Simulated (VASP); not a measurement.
# Be2Se (Pnma) in VASP: a series of runs

Runs on Be2Se. Level: PBE. Tasks: single point.

Program: VASP 6.6.1. These are calculated values, not measurements. Logs are shortened: lines on timing, memory, paths and dates and some standing lists are left out, and cuts for length are marked.

**1. The cell of the first run**

The structure is orthorhombic, space group Pnma (No. 62). The conventional cell has a = 7.699 Å, b = 3.758 Å, c = 5.906 Å, α = 90.00°, β = 90.00°, γ = 90.00°. Be (site symmetry m) has 5 Be at 2.14 to 2.28 Å and 2 Se at 2.38 to 2.39 Å within 2.8 Å. Within 2.9 Å of Be (site symmetry m) lie 3 Be at 2.21 to 2.28 Å and 3 Se at 2.28 to 2.33 Å. Within 3.0 Å of Se (site symmetry m) lie 5 Be at 2.28 to 2.39 Å.

**2. Single point, PBE**

The input, INCAR:

```
PREC = Accurate ; ENCUT = 520
EDIFF = 1E-7 ; ISMEAR = 0
SIGMA = 0.1 ; LREAL = F
LASPH = T ; NELM = 60
ALGO = Normal ; ISIF = 2
LWAVE = F ; LCHARG = F
GGA = PE ; NBANDS = 32
```

The input, KPOINTS:

```
regular mesh
0
Gamma
  4 8 6
```

The input, POSCAR:

```
Be2Se
1.0
    7.6991044298      0.0000000000      0.0000000000
    0.0000000000      3.7584051556      0.0000000000
    0.0000000000      0.0000000000      5.9063990120
Be Se
8 4
Direct
    0.4777685914      0.2500000000      0.4183059993
    0.0222314086      0.7500000000      0.9183059993
    0.5222314086      0.7500000000      0.5816940007
    0.9777685914      0.2500000000      0.0816940007
    0.5214365708      0.7500000000      0.2080848384
    0.0214365708      0.7500000000      0.2919151616
    0.4785634292      0.2500000000      0.7919151616
    0.9785634292      0.2500000000      0.7080848384
    0.8320468442      0.7500000000      0.6002214275
    0.6679531558      0.2500000000      0.1002214275
    0.1679531558      0.2500000000      0.3997785725
    0.3320468442      0.7500000000      0.8997785725
```

Potentials or basis: VASP PAW PBE potentials, release 64 (Be, Se).

Launch:

```bash
$ cat potpaw_PBE.64/Be/POTCAR potpaw_PBE.64/Se/POTCAR > POTCAR
$ mpirun -np 1 vasp_std > vasp.out
```

OUTCAR:

```text
PREC = Accurate
   ENCUT = 520
   EDIFF = 1E-7
   ISMEAR = 0
   LREAL = F
   LASPH = T
   NELM = 60
   ISIF = 2
   GGA = PE

 ion  position               nearest neighbor table
   1  0.478  0.250  0.418-   3 2.14   3 2.14   7 2.21   5 2.28   5 2.28  10 2.38  11 2.39
   2  0.022  0.750  0.918-   4 2.14   4 2.14   6 2.21   8 2.28   8 2.28   9 2.38  12 2.39
   3  0.522  0.750  0.582-   1 2.14   1 2.14   5 2.21   7 2.28   7 2.28  12 2.38   9 2.39
   4  0.978  0.250  0.082-   2 2.14   2 2.14   8 2.21   6 2.28   6 2.28  11 2.38  10 2.39
   5  0.521  0.750  0.208-   3 2.21   1 2.28   1 2.28  10 2.28  10 2.28  12 2.33
   6  0.021  0.750  0.292-   2 2.21   4 2.28   4 2.28  11 2.28  11 2.28   9 2.33
   7  0.479  0.250  0.792-   1 2.21   3 2.28   3 2.28  12 2.28  12 2.28  10 2.33
   8  0.979  0.250  0.708-   4 2.21   2 2.28   2 2.28   9 2.28   9 2.28  11 2.33
   9  0.832  0.750  0.600-   8 2.28   8 2.28   6 2.33   2 2.38   3 2.39
  10  0.668  0.250  0.100-   5 2.28   5 2.28   7 2.33   1 2.38   4 2.39
  11  0.168  0.250  0.400-   6 2.28   6 2.28   8 2.33   4 2.38   1 2.39
  12  0.332  0.750  0.900-   7 2.28   7 2.28   5 2.33   3 2.38   2 2.39

  LATTYP: Found a simple orthorhombic cell.
 ALAT       =     3.7584051556
 B/A-ratio  =     1.5715173770
 C/A-ratio  =     2.0485030514

  Lattice vectors:

 A1 = (   0.0000000000,   3.7584051556,   0.0000000000)
 A2 = (   0.0000000000,   0.0000000000,   5.9063990120)
 A3 = (   7.6991044298,   0.0000000000,   0.0000000000)

Analysis of symmetry for initial positions (statically):
=====================================================================
 Subroutine PRICEL returns:
 Original cell was already a primitive cell.

 Routine SETGRP: Setting up the symmetry group for a
 simple orthorhombic supercell.

 Subroutine GETGRP returns: Found  8 space group operations
 (whereof  2 operations were pure point group operations)
 out of a pool of  8 trial point group operations.

The static configuration has the point symmetry S_2 .
 The point group associated with its full space group is D_2h.

Analysis of symmetry for dynamics (positions and initial velocities):
=====================================================================
 Subroutine PRICEL returns:
 Original cell was already a primitive cell.

 Routine SETGRP: Setting up the symmetry group for a
 simple orthorhombic supercell.

 Subroutine GETGRP returns: Found  8 space group operations
 (whereof  2 operations were pure point group operations)
 out of a pool of  8 trial point group operations.

The dynamic configuration has the point symmetry S_2 .
[... 129 lines left out ...]
   TEBEG  =    0.0;   TEEND  =   0.0 temperature during run
   PSTRESS=    0.0 pullay stress
   NELECT =      40.0000    total number of electrons
   NUPDOWN=      -1.0000    fix difference up-down
   EMIN   =  10.00;   EMAX   =-10.00  energy-range for DOS
   EFERMI =   0.00;   METHOD = LEGACY
   ISMEAR =     0;   SIGMA  =   0.10  broadening in eV -4-tet -1-fermi 0-gaus
   EFERMI_NEDOS =   21; number of points for ismear=-14 and -15
   IALGO  =     38    algorithm
   IMIX   =      4    mixing-type and parameters
     AMIX     =   0.40;   BMIX     =  1.00
     AMIX_MAG =   1.60;   BMIX_MAG =  1.00
  volume/ion in A,a.u.               =      14.24        96.11
  Fermi-wavevector in a.u.,A,eV,Ry     =   1.008880  1.906506 13.848525  1.017838
  Thomas-Fermi vector in A             =   2.141774
   LORBIT       =      0    0 simple, 1 ext, 2 COOP (PROOUT), +10 PAW based schemes
   GGA     = PE    functional components
   LHFCALC =     F    Hartree Fock is set to
   AEXX    =    0.0000 exact exchange contribution
   IVDW    =     0    specifies the selected vdW correction
   LEPSILON=     F    determine dielectric tensor
   LRPA    =     F    only Hartree local field effects (RPA)
 non-spin polarized calculation
 Gauss-broadening in eV      SIGMA  =   0.10
  energy-cutoff  :      520.00
  volume of cell :      170.91
 maximum number of plane-waves:      4628
 NGX is ok and might be reduce to    60
   NGX = 29   NGY = 13   NGZ = 21

 number of electron      39.9999998 magnetization

 Free energy of the ion-electron system (eV)
  ---------------------------------------------------
  ext. energy  EPLUGINS =         0.00000000
  ---------------------------------------------------
  free energy    TOTEN  =       -45.24509806 eV

  energy without entropy =      -45.24025550  energy(sigma->0) =      -45.24267678

 E-fermi :   5.4239     XC(G=0):  -9.7239

 val. band max:        5.3976838236   @ k =   0.0000   0.0000   0.3333
 cond. band min:       5.4995205522   @ k =   0.2500   0.0000   0.5000
 fundamental gap:      0.1018367286
 Fermi energy:         5.4239116067

 k-point     1 :       0.0000    0.0000    0.0000
  band No.  band energies     occupation
      1     -10.1543      2.00000
      2      -9.3113      2.00000
      3      -9.0724      2.00000
      4      -8.4296      2.00000
      5      -2.6571      2.00000
      6      -1.5150      2.00000
[... 829 lines left out ...]
     31      10.6881      0.00000
     32      10.6882      0.00000

 [... further k-points ...]
[... 5 lines left out ...]
  --------------------------------------------------------------------------------------
  -------------------------------------------------------------------------------------
  Total        0.1247239      0.1950671      0.1467251      0.0000000      0.0000000      0.0000000
  in kB        1.1692133      1.8286394      1.3754614      0.0000000      0.0000000      0.0000000
  external PRESSURE =       1.4577714 kB  Pullay stress =       0.0000000 kB

 VOLUME and BASIS-vectors are now :
 -----------------------------------------------------------------------------
  energy-cutoff  :      520.00
  volume of cell :      170.91
      direct lattice vectors                 reciprocal lattice vectors
     7.699104430  0.000000000  0.000000000     0.129885237  0.000000000  0.000000000
     0.000000000  3.758405156  0.000000000     0.000000000  0.266070303  0.000000000
     0.000000000  0.000000000  5.906399012     0.000000000  0.000000000  0.169307898

 POSITION                                       TOTAL-FORCE (eV/Angst)
 -----------------------------------------------------------------------------------
      3.67839      0.93960      2.47068        -0.003023      0.000000     -0.001722
      0.17116      2.81880      5.42388         0.003023      0.000000     -0.001722
      4.02071      2.81880      3.43572         0.003023      0.000000      0.001722
      7.52794      0.93960      0.48252        -0.003023      0.000000      0.001722
      4.01459      2.81880      1.22903        -0.007158      0.000000      0.006661
      0.16504      2.81880      1.72417        -0.007158      0.000000     -0.006661
      3.68451      0.93960      4.67737         0.007158      0.000000     -0.006661
      7.53406      0.93960      4.18223         0.007158      0.000000      0.006661
      6.40602      2.81880      3.54515        -0.015321      0.000000     -0.004012
      5.14264      0.93960      0.59195         0.015321      0.000000     -0.004012
      1.29309      0.93960      2.36125         0.015321     -0.000000      0.004012
      2.55646      2.81880      5.31445        -0.015321     -0.000000      0.004012
 -----------------------------------------------------------------------------------
    total drift:                                0.000000      0.000000      0.000000

  FREE ENERGIE OF THE ION-ELECTRON SYSTEM (eV)
  ---------------------------------------------------
  free  energy   TOTEN  =       -45.2450980554 eV

  energy  without entropy=      -45.2402554996  energy(sigma->0) =      -45.24267678
```

Wall time 3.1 min (1 thread of Intel Xeon 6975P-C (Granite Rapids), shared host); peak memory 0.4 GiB.

What came out:

| Property | Result |
| --- | --- |
| Free energy | -45.2451 eV |
| Pressure | 0.1 GPa |
| Largest force | 0.016 eV/Å |
| Band gap on the k mesh | zero (band 20 reaches 5.57 eV, above the bottom of band 21 at 5.33 eV) |

Forces in eV/Å, atoms in the order of the input:
```
Be  -0.003  0.000 -0.002
Be   0.003  0.000 -0.002
Be   0.003  0.000  0.002
Be  -0.003  0.000  0.002
Be  -0.007  0.000  0.007
Be  -0.007  0.000 -0.007
Be   0.007  0.000 -0.007
Be   0.007  0.000  0.007
Se  -0.015  0.000 -0.004
Se   0.015  0.000 -0.004
Se   0.015  0.000  0.004
Se  -0.015  0.000  0.004
```

Levels at points of the mesh, in eV from the Fermi level:
```tsv
k point	band 17	band 18	band 19	band 20	band 21	band 22	band 23	band 24
(0.00, 0.00, 0.00)	-2.64	-1.67	-0.37	0.10	0.34	0.91	1.20	2.05
(0.50, 0.00, 0.00)	-1.36	-1.36	0.15	0.15	0.43	0.43	1.42	1.42
(0.00, 0.50, 0.00)	-3.70	-3.70	-2.28	-2.28	1.07	1.07	2.24	2.24
(0.50, 0.50, 0.00)	-3.16	-3.16	-3.16	-3.16	1.02	1.02	1.02	1.02
(0.00, 0.00, 0.50)	-2.11	-2.11	-0.37	-0.37	-0.09	-0.09	0.75	0.75
(0.50, 0.00, 0.50)	-2.07	-2.07	-0.81	-0.81	0.25	0.25	1.34	1.34
(0.00, 0.50, 0.50)	-2.95	-2.95	-1.73	-1.73	0.55	0.55	2.01	2.01
(0.50, 0.50, 0.50)	-2.70	-2.70	-2.70	-2.70	2.46	2.46	2.46	2.46
```

**3. Single point, PBE**

The input, INCAR:

```
SYSTEM = Be2Se
PREC = Accurate
ENCUT = 520
EDIFF = 1E-6
ISMEAR = 0
SIGMA = 0.1
LREAL = .FALSE.
LASPH = .TRUE.
NELM = 60
ALGO = Normal
ISIF = 2
LWAVE = .FALSE.
LCHARG = .TRUE.
GGA = PE
LELF = .TRUE.
LVHAR = .TRUE.
NBANDS = 32
```

The input, KPOINTS:

```
Automatic mesh
0
G
  4 8 6
  0 0 0
```

POSCAR is that of step 2.

Potentials or basis: VASP PAW PBE potentials, release 64 (Be, Se).

Launch:

```bash
$ cat potpaw_PBE.64/Be/POTCAR potpaw_PBE.64/Se/POTCAR > POTCAR
$ mpirun -np 1 vasp_std > vasp.out
```

Run time: 2.6 min. Hardware: 1 thread of Intel Xeon 6975P-C (Granite Rapids), shared host; peak memory 0.41 GiB.

Results (log left out):

| Quantity | Value |
| --- | --- |
| Free energy | -45.2451 eV |
| Pressure | 0.1 GPa |
| Largest force | 0.016 eV/Å |
| Band gap on the k mesh | zero (band 20 reaches 5.57 eV, above the bottom of band 21 at 5.33 eV) |

Forces in eV/Å, atoms in the order of the input:
```
Be  -0.003  0.000 -0.002
Be   0.003  0.000 -0.002
Be   0.003  0.000  0.002
Be  -0.003  0.000  0.002
Be  -0.007  0.000  0.007
Be  -0.007  0.000 -0.007
Be   0.007  0.000 -0.007
Be   0.007  0.000  0.007
Se  -0.015  0.000 -0.004
Se   0.015  0.000 -0.004
Se   0.015  0.000  0.004
Se  -0.015  0.000  0.004
```

Levels at points of the mesh, in eV from the Fermi level:
| k point | band 17 | band 18 | band 19 | band 20 | band 21 | band 22 | band 23 | band 24 |
| --- | --- | --- | --- | --- | --- | --- | --- | --- |
| (0.00, 0.00, 0.00) | -2.64 | -1.67 | -0.37 | 0.10 | 0.34 | 0.91 | 1.20 | 2.05 |
| (0.50, 0.00, 0.00) | -1.36 | -1.36 | 0.15 | 0.15 | 0.43 | 0.43 | 1.42 | 1.42 |
| (0.00, 0.50, 0.00) | -3.70 | -3.70 | -2.28 | -2.28 | 1.07 | 1.07 | 2.24 | 2.24 |
| (0.50, 0.50, 0.00) | -3.16 | -3.16 | -3.16 | -3.16 | 1.02 | 1.02 | 1.02 | 1.02 |
| (0.00, 0.00, 0.50) | -2.11 | -2.11 | -0.37 | -0.37 | -0.09 | -0.09 | 0.75 | 0.75 |
| (0.50, 0.00, 0.50) | -2.07 | -2.07 | -0.81 | -0.81 | 0.25 | 0.25 | 1.34 | 1.34 |
| (0.00, 0.50, 0.50) | -2.95 | -2.95 | -1.73 | -1.73 | 0.55 | 0.55 | 2.01 | 2.01 |
| (0.50, 0.50, 0.50) | -2.70 | -2.70 | -2.70 | -2.70 | 2.46 | 2.46 | 2.46 | 2.46 |

**4. Single point, PBE**

The input, INCAR:

```
SYSTEM = Be2Se
ALGO     = Normal         ! electronic algorithm
EDIFF    = 1E-6           ! SCF threshold, eV
ENCUT    = 520            ! plane-wave cutoff, eV
GGA      = PE             ! functional
ISIF     = 2              ! what is computed and relaxed
ISMEAR   = 0              ! smearing method
LASPH    = .True.         ! aspherical terms in the spheres
LCHARG   = .False.        ! write CHGCAR
LREAL    = .False.        ! projectors in reciprocal space
LWAVE    = .False.        ! write WAVECAR
NBANDS   = 32             ! bands
NELM     = 80             ! most SCF steps
PREC     = Accurate       ! precision mode
SIGMA    = 0.2            ! smearing width, eV
```

The input, KPOINTS:

```
k-points
0
Gamma
  3 4 3
  0 0 0
```

The input, POSCAR:

```
Be2Se
1.0
    7.6796099648      0.0000000000      0.0000000000
    0.0000000000      3.7532091060      0.0000000000
    0.0000000000      0.0000000000      5.9400316654
Be Se
8 4
Direct
    0.4739884930      0.2500000000      0.4187435766
    1.0260115070      0.7500000000      0.9187435766
    0.5260115070      0.7500000000      0.5812564234
   -0.0260115070      0.2500000000      0.0812564234
    0.5228849070      0.7500000000      0.2090446823
    1.0228849070      0.7500000000      0.2909553177
    0.4771150930      0.2500000000      0.7909553177
   -0.0228849070      0.2500000000      0.7090446823
    0.8318668519      0.7500000000      0.5974120907
    0.6681331481      0.2500000000      0.0974120907
    0.1681331481      0.2500000000      0.4025879093
    0.3318668519      0.7500000000      0.9025879093
```

Launch:

```bash
$ cat potpaw_PBE.64/Be/POTCAR potpaw_PBE.64/Se/POTCAR > POTCAR
$ mpirun -np 1 vasp_std > vasp.out
```

Wall time 1.7 min (1 thread of AMD EPYC 7R13, shared host); peak memory 0.25 GiB.

The run converged. Its results:

| Item | Value |
| --- | --- |
| Free energy | -45.1490 eV |
| Pressure | 0.2 GPa |
| Largest force | 0.015 eV/Å |
| Band gap on the k mesh | zero (band 20 reaches 5.63 eV, above the bottom of band 21 at 5.34 eV) |

Forces on the atoms (eV/Å):
```
Be   0.006  0.000 -0.005
Be  -0.006  0.000 -0.005
Be  -0.006  0.000  0.005
Be   0.006  0.000  0.005
Be  -0.009  0.000 -0.012
Be  -0.009  0.000  0.012
Be   0.009  0.000  0.012
Be   0.009  0.000 -0.012
Se   0.012  0.000 -0.007
Se  -0.012  0.000 -0.007
Se  -0.012  0.000  0.007
Se   0.012  0.000  0.007
```

Stress tensor (GPa, compression positive):
```
0.26 0.00 0.00
0.00 0.15 0.00
0.00 0.00 0.09
```

Levels at points of the mesh, in eV from the Fermi level:
| k point | band 18 | band 19 | band 20 | band 21 | band 22 | band 23 |
| --- | --- | --- | --- | --- | --- | --- |
| (0.00, 0.00, 0.00) | -1.71 | -0.38 | 0.21 | 0.22 | 0.94 | 1.21 |
| (0.00, 0.50, 0.00) | -3.67 | -2.31 | -2.31 | 1.19 | 1.19 | 2.09 |

Caveat: the k points lie up to 0.42 Å⁻¹ apart.
